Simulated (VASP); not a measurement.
A run of VASP 6.6.1 is set up as follows.

File INCAR:

```
PREC = Accurate ; ENCUT = 600
EDIFF = 1E-6 ; ISMEAR = 0
SIGMA = 0.02 ; LREAL = F
LASPH = T ; NELM = 120
ALGO = Normal ; ISIF = 2
LWAVE = F ; LCHARG = F
GGA = PE ; NBANDS = 11
GGA_COMPAT = F
```

File KPOINTS:

```
regular mesh
0
Gamma
  12 12 12
```

POSCAR

```
C
1.0
    0.0000000000      1.7857947433      1.7857947433
    1.7857947433      0.0000000000      1.7857947433
    1.7857947433      1.7857947433      0.0000000000
C
2
Direct
    0.0000000000      0.0000000000      0.0000000000
    0.2500000000      0.2500000000      0.2500000000
```

Potentials or basis: VASP PAW PBE potentials, release 64 (C).

Command:

```console
$ cat potpaw_PBE.64/C/POTCAR > POTCAR
$ mpirun -np 1 vasp_std > vasp.out
```

Q: What does it give for the band gap on the k mesh?

A: 4.14 eV, indirect (least direct gap 5.58 eV).

Q: Estimate the pressure.

A: 0.0 GPa.

A k mesh can miss the band edges.
